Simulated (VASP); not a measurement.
# BaTiO3 (Amm2) in VASP: a series of runs

Runs on BaTiO3. Level: r2SCAN+U. Tasks: single point.

Program: VASP 6.6.1. These are calculated values, not measurements. Logs are shortened: lines on timing, memory, paths and dates and some standing lists are left out, and cuts for length are marked.

## (1) The cell of the first run

The structure is orthorhombic, space group Amm2 (No. 38). Conventional cell: a = 4.195 Å, b = 5.969 Å, c = 5.554 Å, α = 90.00°, β = 90.00°, γ = 90.00°. Ba (site symmetry mm2) has 12 O at 2.72 to 2.99 Å and 4 Ti at 3.44 to 3.52 Å within 3.6 Å. Ti (site symmetry mm2) has 6 O at 1.94 to 2.14 Å within 2.6 Å. O (site symmetry mm2) has 2 Ti at 2.10 Å and 1 Ba at 2.72 Å within 2.8 Å. Within 2.6 Å of O (site symmetry m) lie 2 Ti at 1.94 to 2.14 Å.

## (2) Single point, r2SCAN+U (strain +0.050 along x and y, -0.025 along z)

The input, POSCAR:

```
BaTiO3
1.0
    4.1949012301      0.0000000000      0.0000000000
    0.0000000000      2.9846005671      2.7768070593
    0.0000000000     -2.9846005671      2.7768070593
Ba Ti O
1 1 3
Direct
    0.0000000000      0.0044061011      0.0044061011
    0.5000000000      0.5135753575      0.5135753575
    0.0000000000      0.4947134013      0.4947134013
    0.5000000000      0.4954342957      0.9880908444
    0.5000000000      0.9880908444      0.4954342957
```

The input, INCAR.step1:

```
SYSTEM = BaTiO3
ALGO = Normal
EDIFF = 1E-4
ENCUT = 520
GGA = PE
ISMEAR = 0
LASPH = .TRUE.
LCHARG = .FALSE.
LDAU = .TRUE.
LDAUJ = 0 0 0
LDAUL = -1 2 -1
LDAUTYPE = 2
LDAUU = 0 4 0
LMAXMIX = 4
LREAL = .FALSE.
LWAVE = .TRUE.
NBANDS = 28
NELM = 150
PREC = Accurate
SIGMA = 0.05
```

The input, INCAR.step2:

```
SYSTEM = BaTiO3
ALGO = Normal
EDIFF = 1E-7
ENCUT = 520
ISIF = 2
ISMEAR = 0
ISTART = 1
LASPH = .TRUE.
LCHARG = .FALSE.
LDAU = .TRUE.
LDAUJ = 0 0 0
LDAUL = -1 2 -1
LDAUPRINT = 1
LDAUTYPE = 2
LDAUU = 0 4 0
LMAXMIX = 4
LMIXTAU = .TRUE.
LREAL = .FALSE.
LWAVE = .FALSE.
METAGGA = R2SCAN
NBANDS = 28
NELM = 150
PREC = Accurate
SIGMA = 0.05
```

The input, KPOINTS:

```
k-points
0
G
  6 6 6
  0 0 0
```

Potentials or basis: VASP PAW PBE potentials, release 64 (Ba_sv, Ti_sv, O).

Command:

```sh
$ cat potpaw_PBE.64/Ba_sv/POTCAR potpaw_PBE.64/Ti_sv/POTCAR potpaw_PBE.64/O/POTCAR > POTCAR
$ cp INCAR.step1 INCAR
$ mpirun -np 1 vasp_std > vasp.out
$ cp INCAR.step2 INCAR
$ mpirun -np 1 vasp_std > vasp.out
```

OUTCAR:

```text
SYSTEM = BaTiO3
   EDIFF = 1E-7
   ENCUT = 520
   ISIF = 2
   ISMEAR = 0
   ISTART = 1
   LASPH = .TRUE.
   LREAL = .FALSE.
   METAGGA = R2SCAN
   NELM = 150
   PREC = Accurate

 ion  position               nearest neighbor table
   1  0.000  0.004  0.004-   3 2.72   3 2.83   5 2.90   4 2.90   4 2.90   5 2.90   4 2.95   5 2.95
                             5 2.95   4 2.95   3 2.99   3 2.99   2 3.44   2 3.44   2 3.52   2 3.52
   2  0.500  0.514  0.514-   4 1.94   5 1.94   3 2.10   3 2.10   5 2.14   4 2.14   1 3.44   1 3.44
                             1 3.52   1 3.52   1 3.65   1 3.65   1 3.65   1 3.65
   3  0.000  0.495  0.495-   2 2.10   2 2.10   1 2.72   1 2.83   1 2.99   1 2.99
   4  0.500  0.495  0.988-   2 1.94   2 2.14   1 2.90   1 2.90   1 2.95   1 2.95
   5  0.500  0.988  0.495-   2 1.94   2 2.14   1 2.90   1 2.90   1 2.95   1 2.95

  LATTYP: Found a base centered orthorhombic cell.
 ALAT       =     5.5536141186
 B/A-ratio  =     1.0748318134
 C/A-ratio  =     0.7553461837

  Lattice vectors:

 A1 = (   0.0000000000,   2.9846005671,   2.7768070593)
 A2 = (   0.0000000000,  -2.9846005671,   2.7768070593)
 A3 = (   4.1949012301,   0.0000000000,   0.0000000000)

Analysis of symmetry for initial positions (statically):
=====================================================================
 Subroutine PRICEL returns:
 Original cell was already a primitive cell.

 Routine SETGRP: Setting up the symmetry group for a
 base centered orthorhombic supercell.

 Subroutine GETGRP returns: Found  4 space group operations
 (whereof  4 operations were pure point group operations)
 out of a pool of  8 trial point group operations.

The static configuration has the point symmetry C_2v.

Analysis of symmetry for dynamics (positions and initial velocities):
=====================================================================
 Subroutine PRICEL returns:
 Original cell was already a primitive cell.

 Routine SETGRP: Setting up the symmetry group for a
 base centered orthorhombic supercell.

 Subroutine GETGRP returns: Found  4 space group operations
 (whereof  4 operations were pure point group operations)
 out of a pool of  8 trial point group operations.

The dynamic configuration has the point symmetry C_2v.

 Subroutine INISYM returns: Found  4 space group operations
 (whereof  4 operations are pure point group operations),
 and found     1 'primitive' translations

----------------------------------------------------------------------------------------

                                     Primitive cell

  volume of cell :      69.5318

  direct lattice vectors                    reciprocal lattice vectors
     4.194901230  0.000000000  0.000000000     0.238384635  0.000000000  0.000000000
     0.000000000  2.984600567  2.776807059     0.000000000  0.167526605  0.180062925
     0.000000000 -2.984600567  2.776807059     0.000000000 -0.167526605  0.180062925

  length of vectors
     4.194901230  4.076579202  4.076579202     0.238384635  0.245942717  0.245942717

  position of ions in fractional coordinates (direct lattice)
     0.000000000  0.004406101  0.004406101
     0.500000000  0.513575358  0.513575358
     0.000000000  0.494713401  0.494713401
     0.500000000  0.495434296  0.988090844
     0.500000000  0.988090844  0.495434296

  ion indices of the primitive-cell ions
   primitive index   ion index
                 1           1
                 2           2
                 3           3
                 4           4
                 5           5

----------------------------------------------------------------------------------------

 KPOINTS: k-points

[... 57 lines left out ...]
 SYSTEM =  BaTiO3
   PREC   = accura    normal or accurate (medium, high low for compatibility)
   ISTART =      1    job   : 0-new  1-cont  2-samecut
   ICHARG =      0    charge: 1-file 2-atom 10-const
   ISPIN  =      1    spin polarized calculation?
   LNONCOLLINEAR =      F non collinear calculations
   LSORBIT =      F    spin-orbit coupling
   LASPH  =      T    aspherical Exc in radial PAW
   ENCUT  =  520.0 eV  38.22 Ry    6.18 a.u.   7.80  7.58  7.58*2*pi/ulx,y,z
   NELM   =    150;   NELMIN=  2; NELMDL=  0     # of ELM steps
   EDIFF  = 0.1E-06   stopping-criterion for ELM
   LREAL  =      F    real-space projection
   EDIFFG = 0.1E-05   stopping-criterion for IOM
   NSW    =      0    number of steps for IOM
   IBRION =     -1    ionic relax: 0-MD 1-quasi-New 2-CG
   NFREE  =      0    steps in history (QN), initial steepest desc. (CG)
   ISIF   =      2    stress and relaxation
   ISYM   =      2    0-nonsym 1-usesym 2-fastsym
   POTIM  = 0.5000    time-step for ionic-motion
   TEBEG  =    0.0;   TEEND  =   0.0 temperature during run
   PSTRESS=    0.0 pullay stress
   NELECT =      40.0000    total number of electrons
   NUPDOWN=      -1.0000    fix difference up-down
   EMIN   =  10.00;   EMAX   =-10.00  energy-range for DOS
   EFERMI =   0.00;   METHOD = LEGACY
   ISMEAR =     0;   SIGMA  =   0.05  broadening in eV -4-tet -1-fermi 0-gaus
   EFERMI_NEDOS =   21; number of points for ismear=-14 and -15
   IALGO  =     38    algorithm
   IMIX   =      4    mixing-type and parameters
     AMIX     =   0.40;   BMIX     =  1.00
     AMIX_MAG =   1.60;   BMIX_MAG =  1.00
  volume/ion in A,a.u.               =      13.91        93.84
  Fermi-wavevector in a.u.,A,eV,Ry     =   1.361550  2.572957 25.222732  1.853819
  Thomas-Fermi vector in A             =   2.488116
   LORBIT       =      0    0 simple, 1 ext, 2 COOP (PROOUT), +10 PAW based schemes
 LDA+U is selected, type is set to LDAUTYPE =  2
   angular momentum for each species LDAUL =    -1    2   -1
   U (eV)           for each species LDAUU =   0.0  4.0  0.0
   J (eV)           for each species LDAUJ =   0.0  0.0  0.0
   METAGGA = R2SCAN    functional components
   LHFCALC =     F    Hartree Fock is set to
   AEXX    =    0.0000 exact exchange contribution
   IVDW    =     0    specifies the selected vdW correction
   LEPSILON=     F    determine dielectric tensor
   LRPA    =     F    only Hartree local field effects (RPA)
 non-spin polarized calculation
 Gauss-broadening in eV      SIGMA  =   0.05
  energy-cutoff  :      520.00
  volume of cell :       69.53
 maximum number of plane-waves:      1912
 NGX is ok and might be reduce to    32
   NGX = 15   NGY = 15   NGZ = 15

atom =   2  type =  2  l = 2

 onsite density matrix

spin component  1

  0.0923  0.0000  0.0000  0.0000  0.0000
  0.0000  0.2323  0.0000  0.0000  0.0000
  0.0000  0.0000  0.1226  0.0000 -0.0416
  0.0000  0.0000  0.0000  0.0923  0.0000
  0.0000  0.0000 -0.0416  0.0000  0.1924

spin component  2

  0.0923  0.0000  0.0000  0.0000  0.0000
  0.0000  0.2323  0.0000  0.0000  0.0000
  0.0000  0.0000  0.1226  0.0000 -0.0416
  0.0000  0.0000  0.0000  0.0923  0.0000
  0.0000  0.0000 -0.0416  0.0000  0.1924

 occupancies and eigenvectors

  o =  0.0923  v =  0.0000  0.0000  0.0000  1.0000  0.0000  0.0000  0.0000  0.0000  0.0000  0.0000      0.0000  0.0000  0.0000  0.0000  0.0000  0.0000  0.0000  0.0000  0.0000  0.0000
  o =  0.0923  v =  0.0000  0.0000  0.0000  0.0000  0.0000  0.0000  0.0000  0.0000  1.0000  0.0000      0.0000  0.0000  0.0000  0.0000  0.0000  0.0000  0.0000  0.0000  0.0000  0.0000
  o =  0.0923  v =  1.0000  0.0000  0.0000  0.0000  0.0000  0.0000  0.0000  0.0000  0.0000  0.0000      0.0000  0.0000  0.0000  0.0000  0.0000  0.0000  0.0000  0.0000  0.0000  0.0000
  o =  0.0923  v =  0.0000  0.0000  0.0000  0.0000  0.0000  1.0000  0.0000  0.0000  0.0000  0.0000      0.0000  0.0000  0.0000  0.0000  0.0000  0.0000  0.0000  0.0000  0.0000  0.0000
  o =  0.1032  v =  0.0000  0.0000 -0.9061  0.0000 -0.4232  0.0000  0.0000  0.0000  0.0000  0.0000      0.0000  0.0000  0.0000  0.0000  0.0000  0.0000  0.0000  0.0000  0.0000  0.0000
  o =  0.1032  v =  0.0000  0.0000  0.0000  0.0000  0.0000  0.0000  0.0000 -0.9061  0.0000 -0.4232      0.0000  0.0000  0.0000  0.0000  0.0000  0.0000  0.0000  0.0000  0.0000  0.0000
  o =  0.2118  v =  0.0000  0.0000  0.0000  0.0000  0.0000  0.0000  0.0000 -0.4232  0.0000  0.9061      0.0000  0.0000  0.0000  0.0000  0.0000  0.0000  0.0000  0.0000  0.0000  0.0000
  o =  0.2118  v =  0.0000  0.0000 -0.4232  0.0000  0.9061  0.0000  0.0000  0.0000  0.0000  0.0000      0.0000  0.0000  0.0000  0.0000  0.0000  0.0000  0.0000  0.0000  0.0000  0.0000
  o =  0.2323  v =  0.0000  0.0000  0.0000  0.0000  0.0000  0.0000  1.0000  0.0000  0.0000  0.0000      0.0000  0.0000  0.0000  0.0000  0.0000  0.0000  0.0000  0.0000  0.0000  0.0000
  o =  0.2323  v =  0.0000  1.0000  0.0000  0.0000  0.0000  0.0000  0.0000  0.0000  0.0000  0.0000      0.0000  0.0000  0.0000  0.0000  0.0000  0.0000  0.0000  0.0000  0.0000  0.0000

 number of electron      40.0000003 magnetization

 Free energy of the ion-electron system (eV)
  ---------------------------------------------------
  ext. energy  EPLUGINS =         0.00000000
  ---------------------------------------------------
  free energy    TOTEN  =       -71.40247387 eV

  energy without entropy =      -71.40247387  energy(sigma->0) =      -71.40247387

 E-fermi :   3.4026     XC(G=0): -11.4634

 val. band max:        3.1217099326   @ k =   0.5000   0.5000   0.5000
 cond. band min:       5.5307004970   @ k =   0.0000   0.0000   0.0000
 fundamental gap:      2.4089905644
 Fermi energy:         3.4026250702

 k-point     1 :       0.0000    0.0000    0.0000
  band No.  band energies     occupation
      1     -57.1908      2.00000
      2     -32.3084      2.00000
      3     -32.2647      2.00000
      4     -32.2318      2.00000
      5     -22.6395      2.00000
      6     -14.6921      2.00000
[... 733 lines left out ...]
     27      11.2633      0.00000
     28      11.8611      0.00000

 [... further k-points ...]

------------------------ aborting loop because EDIFF is reached ----------------------------------------

  FORCE on cell =-STRESS in cart. coord.  units (eV):
  Direction    XX          YY          ZZ          XY          YZ          ZX
  --------------------------------------------------------------------------------------
  -------------------------------------------------------------------------------------
  Total       -4.9362008     -6.1477426      1.2956995      0.0000000      0.0000000      0.0000000
  in kB     -113.7417085   -141.6584873     29.8559727      0.0000000      0.0000000      0.0000000
  external PRESSURE =     -75.1814077 kB  Pullay stress =       0.0000000 kB

 VOLUME and BASIS-vectors are now :
 -----------------------------------------------------------------------------
  energy-cutoff  :      520.00
  volume of cell :       69.53
      direct lattice vectors                 reciprocal lattice vectors
     4.194901230  0.000000000  0.000000000     0.238384635  0.000000000  0.000000000
     0.000000000  2.984600567  2.776807059     0.000000000  0.167526605  0.180062925
     0.000000000 -2.984600567  2.776807059     0.000000000 -0.167526605  0.180062925

 POSITION                                       TOTAL-FORCE (eV/Angst)
 -----------------------------------------------------------------------------------
      0.00000      0.00000      0.02447         0.000000      0.000000     -0.032104
      2.09745      0.00000      2.85220         0.000000      0.000000     -0.248341
      0.00000      0.00000      2.74745         0.000000      0.000000      0.142130
      2.09745     -1.47038      4.11946         0.000000      0.033531      0.069158
      2.09745      1.47038      4.11946         0.000000     -0.033531      0.069158
 -----------------------------------------------------------------------------------
    total drift:                                0.000000     -0.000000      0.008543

  FREE ENERGIE OF THE ION-ELECTRON SYSTEM (eV)
  ---------------------------------------------------
  free  energy   TOTEN  =       -71.4024738730 eV

  energy  without entropy=      -71.4024738730  energy(sigma->0) =      -71.40247387
```

It took 4.8 min on 1 thread of Intel Xeon 6975P-C, shared host; peak memory 0.25 GiB.

What came out:

| Item | Value |
| --- | --- |
| Free energy | -71.4025 eV |
| Pressure | -7.5 GPa |
| Largest force | 0.248 eV/Å |
| Band gap on the k mesh | 2.41 eV, indirect (least direct gap 2.63 eV) |

Forces in eV/Å, atoms in the order of the input:
```
Ba   0.000  0.000 -0.032
Ti   0.000  0.000 -0.248
O    0.000  0.000  0.142
O    0.000  0.034  0.069
O    0.000 -0.034  0.069
```

Eigenvalues of the final occupation matrices:
```csv
site,spin,trace,eigenvalues
site 2 d,1,0.73,0.09 0.09 0.10 0.21 0.23
site 2 d,2,0.73,0.09 0.09 0.10 0.21 0.23
```

Caveat: the cell differs from its parent crystal (strain +0.050 along x and y, -0.025 along z); the PAW data sets were made with another functional, which shifts forces and pressure a little; spin-orbit coupling is left out, which moves the levels of the heavy elements.

## (3) Single point, r2SCAN+U (strain +0.050 along x and y, +0.000 along z)

Edit POSCAR of step 2 so:

```diff
@@ -3,4 +3,4 @@
     4.1949012301      0.0000000000      0.0000000000
-    0.0000000000      2.9846005671      2.7768070593
-    0.0000000000     -2.9846005671      2.7768070593
+    0.0000000000      2.9846005671      2.8480072403
+    0.0000000000     -2.9846005671      2.8480072403
 Ba Ti O
```

The input, INCAR.step1:

```
PREC = Accurate
ENCUT = 520
ISMEAR = 0
SIGMA = 0.05
LREAL = False
LASPH = True
NELM = 150
LMAXMIX = 4
LDAU = True
LDAUTYPE = 2
LDAUL = -1 2 -1
LDAUU = 0 4 0
LDAUJ = 0 0 0
NBANDS = 28
GGA = PE
ALGO = Normal
EDIFF = 1E-4
LWAVE = True
LCHARG = False
```

The input, INCAR.step2:

```
PREC = Accurate
ENCUT = 520
EDIFF = 1E-6
ISMEAR = 0
SIGMA = 0.05
LREAL = False
LASPH = True
NELM = 150
ALGO = Normal
ISIF = 2
LWAVE = False
LCHARG = False
LMAXMIX = 4
LDAU = True
LDAUTYPE = 2
LDAUL = -1 2 -1
LDAUU = 0 4 0
LDAUJ = 0 0 0
LDAUPRINT = 1
METAGGA = R2SCAN
LMIXTAU = True
NBANDS = 28
ISTART = 1
```

The input, KPOINTS:

```
Automatic mesh
0
Gamma
  6 6 6
```

Potentials or basis: VASP PAW PBE potentials, release 64 (Ba_sv, Ti_sv, O).

Command:

```sh
$ cat potpaw_PBE.64/Ba_sv/POTCAR potpaw_PBE.64/Ti_sv/POTCAR potpaw_PBE.64/O/POTCAR > POTCAR
$ cp INCAR.step1 INCAR
$ mpirun -np 1 vasp_std > vasp.out
$ cp INCAR.step2 INCAR
$ mpirun -np 1 vasp_std > vasp.out
```

It took 4.1 min on 1 thread of Intel Xeon 6975P-C, shared host; peak memory 0.26 GiB.

Results (log left out):

| Item | Value |
| --- | --- |
| Free energy | -71.3948 eV |
| Pressure | -11.1 GPa |
| Largest force | 0.147 eV/Å |
| Band gap on the k mesh | 2.45 eV, indirect (least direct gap 2.73 eV) |

Forces in eV/Å, atoms in the order of the input:
```
Ba   0.000  0.000  0.002
Ti   0.000  0.000 -0.011
O    0.000  0.000  0.101
O    0.000  0.140 -0.046
O    0.000 -0.140 -0.046
```

Stress tensor (GPa, compression positive):
```
-13.36   0.00   0.00
  0.00 -15.30   0.00
  0.00   0.00  -4.51
```

Levels at points of the mesh, in eV from the valence-band top:
| k point | band 17 | band 18 | band 19 | band 20 | band 21 | band 22 | band 23 | band 24 |
| --- | --- | --- | --- | --- | --- | --- | --- | --- |
| (0.00, 0.00, 0.00) | -0.96 | -0.47 | -0.40 | -0.29 | 2.45 | 2.58 | 2.61 | 3.64 |
| (0.50, 0.00, 0.00) | -1.47 | -1.33 | -1.13 | -0.74 | 2.74 | 3.67 | 3.75 | 3.81 |
| (0.00, 0.50, 0.00) | -1.69 | -1.63 | -0.86 | -0.84 | 2.65 | 3.64 | 3.89 | 3.91 |
| (0.50, 0.50, 0.00) | -1.97 | -1.04 | -1.03 | -0.12 | 3.75 | 3.87 | 4.23 | 4.37 |
| (0.00, 0.50, 0.50) | -1.89 | -0.89 | -0.78 | -0.09 | 3.84 | 3.96 | 4.23 | 4.31 |
| (0.50, 0.50, 0.50) | -2.18 | -0.06 | -0.02 | 0.00 | 4.30 | 4.43 | 4.46 | 6.52 |

Eigenvalues of the final occupation matrices:
```csv
site,spin,trace,eigenvalues
site 2 d,1,0.72,0.09 0.09 0.10 0.21 0.23
site 2 d,2,0.72,0.09 0.09 0.10 0.21 0.23
```

Caveat: the cell differs from its parent crystal (strain +0.050 along x and y, +0.000 along z); the PAW data sets were made with another functional, which shifts forces and pressure a little; spin-orbit coupling is left out, which moves the levels of the heavy elements. A k mesh can miss the band edges.
